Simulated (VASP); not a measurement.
Here is a VASP 6.6.1 calculation.

File INCAR:

```
SYSTEM = Bi
PREC     = Accurate       ! precision mode
ENCUT    = 520            ! plane-wave cutoff, eV
EDIFF    = 1E-8           ! SCF threshold, eV
ISMEAR   = -1             ! smearing method
SIGMA    = 0.03           ! smearing width, eV
LREAL    = .FALSE.        ! projectors in reciprocal space
LASPH    = .TRUE.         ! aspherical terms in the spheres
NELM     = 60             ! most SCF steps
ALGO     = Normal         ! electronic algorithm
ISIF     = 2              ! what is computed and relaxed
LWAVE    = .FALSE.        ! write WAVECAR
LCHARG   = .FALSE.        ! write CHGCAR
GGA      = PS             ! functional
LEFG     = .TRUE.       
NBANDS   = 22             ! bands
```

Contents of KPOINTS:

```
regular mesh
0
G
  9 9 3
  0 0 0
```

File POSCAR:

```
Bi
1.0
    4.4620532262      0.0000000000      0.0000000000
   -2.2310266131      3.8642514470      0.0000000000
    0.0000000000      0.0000000000     11.6284697350
Bi
2
Direct
    0.3333333333      0.6666666667      0.2500000000
    0.6666666667      0.3333333333      0.7500000000
```

Potentials or basis: VASP PAW PBE potentials, release 64 (Bi_d).

Command:

```console
$ cat potpaw_PBE.64/Bi_d/POTCAR > POTCAR
$ mpirun -np 1 vasp_std > vasp.out
```

What does it give for the pressure?

-3.9 GPa.

Estimate the band gap on the k mesh.

zero (bands 15 and 16 overlap by 2.33 eV).

Stress tensor (GPa, compression positive):
```
-5.57  0.00  0.00
 0.00 -5.57  0.00
 0.00  0.00 -0.48
```

Caveat: the cell stands under tension; without QUAD_EFG the Cq values of the log hold for a quadrupole moment of 1 mb, not for the nuclei; the PAW data sets were made with another functional, which shifts forces and pressure a little; spin-orbit coupling is left out, which moves the levels of the heavy elements.
